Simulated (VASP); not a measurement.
Input of a VASP 6.6.1 run:

The input INCAR:

```
SYSTEM = Ag
PREC = Accurate
ENCUT = 520
EDIFF = 1E-6
ISMEAR = 0
SIGMA = 0.1
LREAL = .FALSE.
LASPH = .TRUE.
NELM = 60
ALGO = Normal
ISIF = 2
LWAVE = .FALSE.
LCHARG = .FALSE.
LDIPOL = .TRUE.
IDIPOL = 3
DIPOL = 0.5 0.5 0.500
GGA = PS
IBRION = 2
NSW = 80
EDIFFG = -0.02
```

KPOINTS

```
Automatic mesh
0
G
  12 12 1
  0 0 0
```

File POSCAR:

```
Ag
1.0
    2.8687411794      0.0000000000      0.0000000000
   -1.4343705897      2.4844027382      0.0000000000
    0.0000000000      0.0000000000     24.3576542219
Ag
5
Direct
    0.0000000000      0.0000000000      0.3079114241
    0.6666666667      0.3333333333      0.4038969264
    0.3333333333      0.6666666667      0.4998824287
    0.6666666667      0.3333333333      0.5961030736
    0.3333333333      0.6666666667      0.6920885759
```

Potentials or basis: VASP PAW PBE potentials, release 64 (Ag).

The run is started by

```bash
$ cat potpaw_PBE.64/Ag/POTCAR > POTCAR
$ mpirun -np 1 vasp_std > vasp.out
```

**Question.** Predict the energy gained by relaxing.

**Answer.** 0.2 meV/atom.

**Question.** Predict the band gap on the k mesh.

**Answer.** Zero (an odd number of electrons rules out a gap without spin polarisation).

Forces on the atoms (eV/Å):
```
Ag   0.000  0.000  0.016
Ag   0.000  0.000 -0.010
Ag   0.000  0.000  0.012
Ag   0.000  0.000 -0.004
Ag   0.000  0.000 -0.015
```

Caveat: the PAW data sets were made with another functional, which shifts forces and pressure a little.
